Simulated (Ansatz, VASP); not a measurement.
## BAs in VASP and in Ansatz

```
B As
1.0
     0.00000    2.40432    2.40432
     2.40432    0.00000    2.40432
     2.40432    2.40432    0.00000
B As
1 1
Direct
  0.00000 0.00000 0.00000
  0.75000 0.75000 0.75000
```

Change from the starting cell: volume scaled by 1.02.

Alike in both runs: task single point; functional LDA; k mesh 15 × 15 × 15; occupations fermi-dirac, width 0.03 eV; no spin polarisation.

```csv
,VASP,Ansatz
version,VASP 6.6.1,Ansatz 0.2.0
potentials or method,"VASP PAW LDA potentials, release 64 (B, As), cutoff 520 eV","all-electron LAPW, scalar-relativistic"
```

|  | VASP | Ansatz | Ansatz less VASP |
| --- | --- | --- | --- |
| gap on the k mesh at the Fermi level (eV) | 1.14 | 1.15 | +0.009 |
| pressure (GPa) | -5.6 | -6.4 | -0.76 |

LDA's correlation is that of Perdew and Zunger in VASP and of Perdew and Wang (1992) in Ansatz. Ansatz ran all-electron here, and VASP with PAW potentials.
